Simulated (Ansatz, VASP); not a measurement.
# B in VASP and in Ansatz

```
CELL_PARAMETERS angstrom
1.84195 0.00000 0.00000
0.00000 1.84195 0.00000
0.00000 0.00000 1.84195
ATOMIC_POSITIONS crystal
B 0.00000 0.00000 0.00000
```

Alike in both runs: task single point; functional RPBE; k mesh 18 × 18 × 18; occupations fermi-dirac, width 0.1 eV; no spin polarisation.

|  | VASP | Ansatz |
| --- | --- | --- |
| version | VASP 6.6.1 | Ansatz 0.2.0 |
| potentials or method | VASP PAW PBE potentials, release 64 (B), cutoff 500 eV | plane waves (420 eV) with PAW, scalar-relativistic |
| valence electrons in the cell | 3 | 3 |

```tsv
	VASP	Ansatz	Ansatz less VASP
pressure (GPa)	22.8	22.9	+0.06
```

VASP's potentials were made for PBE, not for RPBE. With one functional, cell and mesh, what is left measures potentials, basis and numerics.
